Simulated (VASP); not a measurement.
# Al7Si9C9N7 (P1) in VASP: single point with HSE06

Aim: the single point of Al7Si9C9N7 with HSE06.

Program: VASP 6.6.1. These are calculated values, not measurements. Logs are shortened: lines on timing, memory, paths and dates and some standing lists are left out, and cuts for length are marked.

### Step 1. The cell of the first run

The typed cell holds 96 atoms: a = 9.304 Å, b = 10.742 Å, c = 10.078 Å, α = 90.00°, β = 90.00°, γ = 90.00°.

### Step 2. Single point, HSE06

The input, POSCAR:

```
Al7Si9C9N7
1.0
    9.3035590000      0.0000000000      0.0000000000
    0.0000000000     10.7421240000      0.0000000000
    0.0000000000      0.0000000000     10.0776820000
Al Si C N
21 27 27 21
Direct
    0.1627840000      0.0832190000      0.2501760000
    0.9996960000      0.3305460000      0.2478620000
    0.3360670000      0.3353930000      0.7461350000
    0.9983410000      0.8274580000      0.2425820000
    0.0012320000      0.8303590000      0.7516680000
    0.8318410000      0.0801440000      0.2518730000
    0.6652470000      0.3336000000      0.2516760000
    0.6666830000      0.3376380000      0.7479590000
    0.4998650000      0.5845180000      0.2498240000
    0.3326240000      0.8321140000      0.2469870000
    0.8326120000      0.5813630000      0.2492330000
    0.3333430000      0.1700140000      0.4943230000
    0.1648010000      0.4176470000      0.4977900000
    0.1675990000      0.4153330000      0.9992400000
    0.0006670000      0.6677870000      0.4943920000
    0.6662310000      0.1686110000      0.5027880000
    0.6650800000      0.1674250000      0.9999800000
    0.3310150000      0.6676910000      0.4978730000
    0.1655550000      0.9166570000      0.5024830000
    0.8324590000      0.4164780000      0.4994160000
    0.8306630000      0.9132250000      0.0021100000
    0.1717800000      0.0821840000      0.7495320000
    0.9993670000      0.3386170000      0.7501700000
    0.5014860000      0.0843440000      0.2462060000
    0.4998800000      0.0795560000      0.7509980000
    0.3358170000      0.3376800000      0.2516620000
    0.1678780000      0.5820430000      0.2475900000
    0.1636860000      0.5810810000      0.7497870000
    0.8271240000      0.0789790000      0.7505120000
    0.4949640000      0.5862440000      0.7470390000
    0.3312160000      0.8353300000      0.7493760000
    0.8412930000      0.5814830000      0.7477760000
    0.6656030000      0.8325600000      0.2424090000
    0.6645310000      0.8350730000      0.7470550000
    0.0003580000      0.1651940000      0.4940720000
    0.9940760000      0.1664840000      0.0014120000
    0.3379030000      0.1676380000      0.0058450000
    0.0046300000      0.6655470000      0.0010480000
    0.5032680000      0.4191630000      0.4994410000
    0.4994450000      0.4148010000      0.0030200000
    0.3281030000      0.6640740000      0.0030850000
    0.1644300000      0.9139000000      0.0035210000
    0.8308080000      0.4171350000      0.0021250000
    0.6684320000      0.6619800000      0.4954560000
    0.6671070000      0.6683910000      0.0021450000
    0.4970440000      0.9157840000      0.4943660000
    0.4997670000      0.9159210000      0.0020550000
    0.8402650000      0.9162040000      0.5009040000
    0.9953060000      0.1605000000      0.1767340000
    0.3387490000      0.1701590000      0.1891470000
    0.1601020000      0.4146300000      0.6974710000
    0.0066210000      0.6550550000      0.1803350000
    0.9997290000      0.6592880000      0.6926120000
    0.6648040000      0.1610960000      0.7003120000
    0.4938050000      0.4151120000      0.1793100000
    0.5022900000      0.4300000000      0.6864470000
    0.3284160000      0.6643890000      0.1807680000
    0.3334450000      0.6719640000      0.6982690000
    0.1750410000      0.9243010000      0.6986680000
    0.6654430000      0.6750900000      0.1816990000
    0.5066860000      0.9223900000      0.1865560000
    0.4984920000      0.9147710000      0.6821570000
    0.8246800000      0.9184960000      0.6856170000
    0.9962990000      0.3204050000      0.4415230000
    0.9875430000      0.3253780000      0.9342440000
    0.4880430000      0.0773360000      0.9357220000
    0.3440630000      0.3389750000      0.4344020000
    0.1701210000      0.5848390000      0.4264690000
    0.1713470000      0.5874790000      0.9343930000
    0.9938840000      0.8431660000      0.4349050000
    0.0070940000      0.8337070000      0.9487450000
    0.6591440000      0.3352560000      0.4432150000
    0.8227860000      0.5872230000      0.4425910000
    0.8273110000      0.5815470000      0.9345880000
    0.6529210000      0.8278160000      0.9300700000
    0.0004050000      0.1629650000      0.6907100000
    0.3340290000      0.1592240000      0.6930890000
    0.1744420000      0.4147350000      0.1895970000
    0.6613550000      0.1602830000      0.1920370000
    0.1710560000      0.9200890000      0.1773970000
    0.8314240000      0.4125870000      0.1757680000
    0.8394200000      0.4187340000      0.6982510000
    0.6643750000      0.6694170000      0.6862550000
    0.8206050000      0.9142460000      0.1926210000
    0.1605490000      0.0862670000      0.4444950000
    0.1678180000      0.0883150000      0.9354350000
    0.5018720000      0.0707690000      0.4307370000
    0.3458410000      0.3248250000      0.9412980000
    0.8373240000      0.0774030000      0.4466800000
    0.8400310000      0.0845540000      0.9310220000
    0.6632850000      0.3426050000      0.9451660000
    0.5077050000      0.5887800000      0.4456100000
    0.4993320000      0.5814040000      0.9338350000
    0.3428900000      0.8414440000      0.4373270000
    0.3340400000      0.8362720000      0.9409550000
    0.6611920000      0.8350190000      0.4370020000
```

The input, INCAR.step1:

```
PREC = Accurate
ENCUT = 520
EDIFF = 1E-5
ISMEAR = -1
SIGMA = 0.05
LREAL = Auto
LASPH = True
NELM = 60
ALGO = Normal
ISIF = 2
LWAVE = True
LCHARG = False
GGA = PE
NBANDS = 246
LUSENCCL = False
```

The input, INCAR.step2:

```
PREC = Accurate
ENCUT = 520
EDIFF = 1E-6
ISMEAR = -1
SIGMA = 0.05
LREAL = Auto
LASPH = True
NELM = 60
ALGO = Normal
ISIF = 2
LWAVE = False
LCHARG = False
GGA = PE
LHFCALC = True
HFSCREEN = 0.2079
PRECFOCK = Fast
ISTART = 1
NBANDS = 246
LUSENCCL = False
```

The input, KPOINTS:

```
regular mesh
0
Gamma
  1 1 1
```

Potentials or basis: VASP PAW PBE potentials, release 64 (Al, Si, C, N).

Command:

```bash
cat potpaw_PBE.64/Al/POTCAR potpaw_PBE.64/Si/POTCAR potpaw_PBE.64/C/POTCAR potpaw_PBE.64/N/POTCAR > POTCAR
cp INCAR.step1 INCAR
mpirun -np 1 vasp_gam > vasp.out
cp INCAR.step2 INCAR
mpirun -np 1 vasp_gam > vasp.out
```

OUTCAR:

```text
PREC = Accurate
   ENCUT = 520
   EDIFF = 1E-6
   ISMEAR = -1
   LREAL = Auto
   LASPH = True
   NELM = 60
   ISIF = 2
   GGA = PE
   LHFCALC = True
   HFSCREEN = 0.2079
   PRECFOCK = Fast
   ISTART = 1

 ion  position               nearest neighbor table
   1  0.163  0.083  0.250-  80 1.90  49 1.91  85 1.96  50 1.98  35 3.02   2 3.06  12 3.07   6 3.08
                            42 3.08  37 3.09  36 3.09  19 3.11  10 3.13   4 3.15  24 3.15  26 3.17
   2  1.000  0.331  0.248-  81 1.94  78 1.95  64 1.95  49 1.96  36 3.05  35 3.05   1 3.06  43 3.08
                            14 3.09  13 3.09   6 3.11  11 3.11   7 3.11  20 3.11  27 3.12  26 3.13
   3  0.336  0.335  0.746-  51 1.91  56 1.95  77 1.97  88 1.97  39 3.07  30 3.07   8 3.08  28 3.09
                            13 3.10  12 3.10  14 3.11  22 3.12  40 3.12  23 3.13  25 3.14  37 3.18
   4  0.998  0.827  0.243-  70 1.95  52 1.96  84 1.96  80 2.00  38 2.99  42 3.01  21 3.03  11 3.06
                            15 3.06  27 3.07  33 3.10  10 3.11   6 3.13  48 3.14   1 3.15  19 3.19
   5  0.001  0.830  0.752-  53 1.93  59 1.98  71 1.99  63 2.01  32 3.06  31 3.07  38 3.07  28 3.07
                            48 3.08  19 3.08  42 3.09  21 3.11  29 3.12  15 3.13  34 3.13  22 3.14
   6  0.832  0.080  0.252-  84 1.88  79 1.90  49 1.91  89 1.96  35 3.04  48 3.07  24 3.07  33 3.08
                             1 3.08  36 3.08  21 3.09  16 3.11   2 3.11  17 3.12   4 3.13   7 3.13
   7  0.665  0.334  0.252-  81 1.92  72 1.93  79 1.96  55 1.96  39 3.06  26 3.07  40 3.07  20 3.07
                            24 3.08  43 3.08  11 3.08  16 3.09  17 3.10   9 3.10   2 3.11   6 3.13
   8  0.667  0.338  0.748-  82 1.90  56 1.93  54 1.96  91 1.99  39 3.06  20 3.06  16 3.07   3 3.08
                            32 3.08  23 3.10  43 3.10  30 3.11  40 3.12  17 3.13  29 3.15  25 3.18
   9  0.500  0.585  0.250-  57 1.94  60 1.95  55 1.95  92 1.97  44 3.05  26 3.06  45 3.08  41 3.08
[... 11 lines left out ...]
  15  0.001  0.668  0.494-  68 1.94  73 1.94  70 1.98  53 2.00  48 3.06   4 3.06  11 3.07  18 3.07
                            27 3.07  19 3.08  13 3.09  44 3.09  32 3.09  20 3.12   5 3.13  28 3.13
  16  0.666  0.169  0.503-  72 1.89  89 1.95  54 1.99  87 1.99  29 3.07   8 3.07  20 3.08  39 3.09
                             7 3.09  25 3.09  12 3.10   6 3.11  35 3.11  24 3.14  46 3.14  48 3.16
  17  0.665  0.167  1.000-  79 1.94  91 1.96  90 1.98  66 2.02  37 3.04  24 3.04  36 3.06  40 3.07
                            29 3.08  25 3.09  43 3.09   7 3.10  47 3.11   6 3.12   8 3.13  21 3.14
  18  0.331  0.668  0.498-  68 1.88  92 1.92  94 1.97  58 2.02  30 3.07  15 3.07  46 3.08  27 3.08
                            10 3.08   9 3.08  19 3.09  13 3.10  31 3.11  39 3.11  28 3.12  44 3.14
  19  0.166  0.917  0.502-  70 1.91  85 1.91  94 1.95  59 1.98  48 3.03  31 3.05  22 3.06  35 3.08
                             5 3.08  15 3.08  46 3.09  18 3.09   1 3.11  12 3.14  10 3.14   4 3.19
  20  0.832  0.416  0.499-  72 1.92  73 1.92  64 1.93  82 2.00  44 3.05   8 3.06  39 3.06  32 3.07
                             7 3.07  16 3.08  11 3.08  23 3.08  13 3.09   2 3.11  35 3.12  15 3.12
  21  0.831  0.913  0.002-  84 1.92  71 1.93  90 1.98  75 2.03  33 3.00   4 3.03  45 3.04  47 3.08
                             6 3.09  29 3.10  42 3.11   5 3.11  38 3.11  34 3.11  36 3.12  17 3.14
  22  0.172  0.082  0.750-  59 1.77  77 1.81  86 1.87  76 1.91  31 3.04  25 3.05  19 3.06   3 3.12
                            12 3.12  42 3.13   5 3.14  37 3.15
  23  0.999  0.339  0.750-  51 1.78  82 1.80  65 1.86  76 1.98  32 2.99  28 3.02  14 3.07  20 3.08
                            13 3.09   8 3.10  43 3.10   3 3.13  36 3.14
  24  0.501  0.084  0.246-  79 1.78  61 1.84  50 1.86  87 1.87  37 3.00  17 3.04  47 3.05   6 3.07
                             7 3.08  46 3.09  12 3.09  33 3.11  26 3.13  10 3.13  16 3.14   1 3.15
  25  0.500  0.080  0.751-  54 1.84  77 1.86  66 1.86  62 1.90  34 3.04  29 3.04  22 3.05  31 3.06
                            47 3.08  17 3.09  16 3.09  37 3.12  46 3.13   3 3.14  12 3.17   8 3.18
  26  0.336  0.338  0.252-  78 1.82  55 1.84  67 1.84  50 1.91  12 3.04  40 3.05  27 3.06   9 3.06
                             7 3.07  13 3.07  39 3.07  37 3.08  14 3.10  24 3.13   2 3.13   1 3.17
  27  0.168  0.582  0.248-  68 1.80  52 1.82  57 1.86  78 1.89  41 3.01  38 3.05  26 3.06   4 3.07
                            15 3.07  14 3.08  13 3.08  18 3.08   9 3.09  10 3.09  11 3.12   2 3.12
[... 383 lines left out ...]
   EMIN   =  10.00;   EMAX   =-10.00  energy-range for DOS
   EFERMI =   0.00;   METHOD = LEGACY
   ISMEAR =    -1;   SIGMA  =   0.05  broadening in eV -4-tet -1-fermi 0-gaus
   EFERMI_NEDOS =   21; number of points for ismear=-14 and -15
   IALGO  =     38    algorithm
   IMIX   =      1    mixing-type and parameters
     AMIX     =   0.40;   BMIX     =  1.00
     AMIX_MAG =   1.60;   BMIX_MAG =  1.00
  volume/ion in A,a.u.               =      10.49        70.80
  Fermi-wavevector in a.u.,A,eV,Ry     =   1.187094  2.243283 19.173237  1.409193
  Thomas-Fermi vector in A             =   2.323253
   LORBIT       =      0    0 simple, 1 ext, 2 COOP (PROOUT), +10 PAW based schemes
   GGA     = PE    functional components
   LHFCALC =     T    Hartree Fock is set to
   PRECFOCK=fast      Normal, Fast or Accurate (Low or Medium for compatibility)
   ENCUT4O =  -1.0   cutoff for four orbital integrals eV
   NKREDX  =     1    reduce k-point grid by
   NKREDY  =     1    reduce k-point grid by
   NKREDZ  =     1    reduce k-point grid by
   AEXX    =    0.2500 exact exchange contribution
   HFSCREEN=    0.2079 screening length (either q_TF or 0.3 A-1)
   HFSCREENC=   0.2079 screening length for correlation (either q_TF or 0.3 A-1)
   ENCUTFOCK=  -1.0 apply spherical cutoff to Coloumb kernel
   IVDW    =     0    specifies the selected vdW correction
   LEPSILON=     F    determine dielectric tensor
   LRPA    =     F    only Hartree local field effects (RPA)
 non-spin polarized calculation
  energy-cutoff  :      520.00
  volume of cell :     1007.16
 maximum number of plane-waves:     13591
 NGX is ok and might be reduce to    70
  NGX = 36; NGY = 42; NGZ = 40

 number of electron     383.9999999 magnetization

 Free energy of the ion-electron system (eV)
  ---------------------------------------------------
  ext. energy  EPLUGINS =         0.00000000
  ---------------------------------------------------
  free energy    TOTEN  =      -813.89701665 eV

  energy without entropy =     -813.89701665  energy(sigma->0) =     -813.89701665

 E-fermi :   9.1014     XC(G=0):  -9.1684

 val. band max:        7.8409496282   @ k =   0.0000   0.0000   0.0000
 cond. band min:      10.7151576305   @ k =   0.0000   0.0000   0.0000
 fundamental gap:      2.8742080023
 Fermi energy:         9.1014244494

 k-point     1 :       0.0000    0.0000    0.0000
  band No.  band energies     occupation
      1     -12.2114      2.00000
      2     -11.7972      2.00000
      3     -11.6451      2.00000
      4     -11.4271      2.00000
      5     -11.1832      2.00000
      6     -11.0846      2.00000
[... 196 lines left out ...]
    203      11.9426      0.00000
    204      11.9678      0.00000
 [bands above 204 left out]

------------------------ aborting loop because EDIFF is reached ----------------------------------------

  FORCE on cell =-STRESS in cart. coord.  units (eV):
  Direction    XX          YY          ZZ          XY          YZ          ZX
  --------------------------------------------------------------------------------------
  -------------------------------------------------------------------------------------
  Total       -4.9187336    -17.8242884    -14.8870921     -1.5764008     -0.0703332      0.5036834
  in kB       -7.8246326    -28.3545562    -23.6821175     -2.5077100     -0.1118848      0.8012504
  external PRESSURE =     -19.9537688 kB  Pullay stress =       0.0000000 kB

 VOLUME and BASIS-vectors are now :
 -----------------------------------------------------------------------------
  energy-cutoff  :      520.00
  volume of cell :     1007.16
      direct lattice vectors                 reciprocal lattice vectors
     9.303559000  0.000000000  0.000000000     0.107485748  0.000000000  0.000000000
     0.000000000 10.742124000  0.000000000     0.000000000  0.093091459  0.000000000
     0.000000000  0.000000000 10.077682000     0.000000000  0.000000000  0.099229168

 POSITION                                       TOTAL-FORCE (eV/Angst)
 -----------------------------------------------------------------------------------
      1.51447      0.89395      2.52119        -0.023427      0.038361     -0.089599
      9.30073      3.55077      2.49787        -0.003840      0.014658     -0.023119
      3.12662      3.60283      7.51931        -0.048766      0.085842     -0.049300
      9.28812      8.88866      2.44466        -0.021450      0.009046      0.029982
      0.01146      8.91982      7.57507         0.036791      0.006604     -0.028065
      7.73908      0.86092      2.53830        -0.019693      0.030358     -0.115453
[... 88 lines left out ...]
      3.10776      8.98334      9.48265        -0.023681      0.093546      0.058941
      6.15144      8.96988      4.40397        -0.060884      0.062939      0.053593
 -----------------------------------------------------------------------------------
    total drift:                               -0.024515      0.024888      0.055637

  FREE ENERGIE OF THE ION-ELECTRON SYSTEM (eV)
  ---------------------------------------------------
  free  energy   TOTEN  =      -813.8970166513 eV

  energy  without entropy=     -813.8970166512  energy(sigma->0) =     -813.89701665
```

Wall time 3.5 min (1 × NVIDIA H100 80GB with 1 thread of Intel Xeon Platinum 8481C at 2.70GHz (Sapphire Rapids), shared host); peak memory 1.7 GiB.

Results:

* Free energy: -813.8970 eV
* Pressure: -2.0 GPa
* Largest force: 0.314 eV/Å
* Band gap on the k mesh: 2.87 eV

Forces on the atoms (eV/Å):
```
Al  -0.023  0.038 -0.090
Al  -0.004  0.015 -0.023
Al  -0.049  0.086 -0.049
Al  -0.021  0.009  0.030
Al   0.037  0.007 -0.028
Al  -0.020  0.030 -0.115
Al  -0.030  0.076 -0.038
Al   0.025  0.056 -0.064
Al  -0.038  0.033 -0.127
Al  -0.012  0.016 -0.045
Al   0.054  0.077 -0.058
Al  -0.034 -0.012 -0.057
Al   0.020  0.001 -0.118
Al   0.007  0.027 -0.005
Al  -0.023 -0.095 -0.076
Al   0.009  0.036 -0.037
Al  -0.006 -0.049 -0.041
Al  -0.021 -0.095 -0.124
Al  -0.047 -0.035 -0.099
Al  -0.044 -0.085 -0.130
Al   0.073 -0.071 -0.034
Si   0.083 -0.045 -0.062
Si  -0.001  0.167 -0.013
Si   0.113  0.032 -0.046
Si   0.013  0.113 -0.021
Si   0.028  0.101 -0.034
Si  -0.010  0.082  0.016
Si  -0.089  0.075 -0.020
Si  -0.065  0.044  0.028
Si  -0.013 -0.042 -0.049
Si  -0.038  0.030 -0.073
Si   0.179  0.028 -0.065
Si   0.087  0.027 -0.128
Si  -0.003  0.021 -0.001
Si   0.033  0.067 -0.128
Si  -0.068  0.027  0.054
Si   0.033  0.032 -0.083
Si   0.103 -0.031  0.013
Si   0.045 -0.132 -0.093
Si   0.048 -0.095  0.031
Si  -0.057 -0.086  0.007
Si  -0.017 -0.126  0.067
Si  -0.100 -0.055  0.074
Si   0.002 -0.186 -0.121
Si  -0.044  0.026 -0.017
Si  -0.087 -0.008 -0.174
Si  -0.055 -0.011 -0.081
Si   0.100  0.007 -0.079
C   -0.004 -0.104 -0.126
C    0.074 -0.084 -0.006
C   -0.088 -0.125  0.168
C    0.031 -0.147  0.015
C   -0.097 -0.227  0.165
C    0.012 -0.173  0.133
C   -0.020 -0.102 -0.067
C    0.007  0.056  0.052
C    0.021 -0.082 -0.034
C    0.127 -0.066  0.159
C    0.088  0.041  0.149
C   -0.002  0.062 -0.011
C    0.038  0.004  0.031
C   -0.016 -0.087  0.063
C   -0.073 -0.012  0.017
C   -0.008 -0.157  0.095
C    0.006 -0.031 -0.014
C   -0.012  0.034  0.011
C   -0.016  0.070  0.004
C    0.017  0.103 -0.027
C    0.035  0.176  0.076
C   -0.112  0.183  0.134
C    0.069  0.120  0.135
C   -0.014  0.114  0.135
C   -0.186  0.219  0.125
C   -0.045  0.061  0.033
C   -0.033  0.036 -0.027
N    0.060 -0.109  0.045
N   -0.081 -0.167  0.134
N    0.052 -0.053  0.049
N   -0.108 -0.164  0.094
N    0.016 -0.002 -0.158
N   -0.013 -0.067 -0.150
N    0.061 -0.075  0.165
N   -0.057 -0.027 -0.022
N   -0.118 -0.107  0.044
N   -0.055  0.095  0.045
N    0.037  0.062  0.018
N   -0.025 -0.115 -0.019
N    0.061  0.003  0.101
N    0.057 -0.039  0.097
N    0.025  0.109 -0.035
N   -0.019  0.162  0.149
N    0.178  0.123  0.154
N   -0.032  0.030  0.005
N    0.170  0.174  0.111
N   -0.024  0.094  0.059
N   -0.061  0.063  0.054
```

Stress tensor (GPa, compression positive):
```
-0.78 -0.25  0.08
-0.25 -2.84 -0.01
 0.08 -0.01 -2.37
```

Levels at points of the mesh, in eV from the valence-band top:
```
           k point  band 188  band 189  band 190  band 191  band 192  band 193  band 194  band 195  band 196  band 197
(0.00, 0.00, 0.00)     -0.80     -0.51     -0.48     -0.40      0.00      2.87      3.01      3.04      3.21      3.44
```

Caveat: the k points lie up to 0.68 Å⁻¹ apart; the PAW data sets were made with another functional, which shifts forces and pressure a little. A k mesh can miss the band edges.
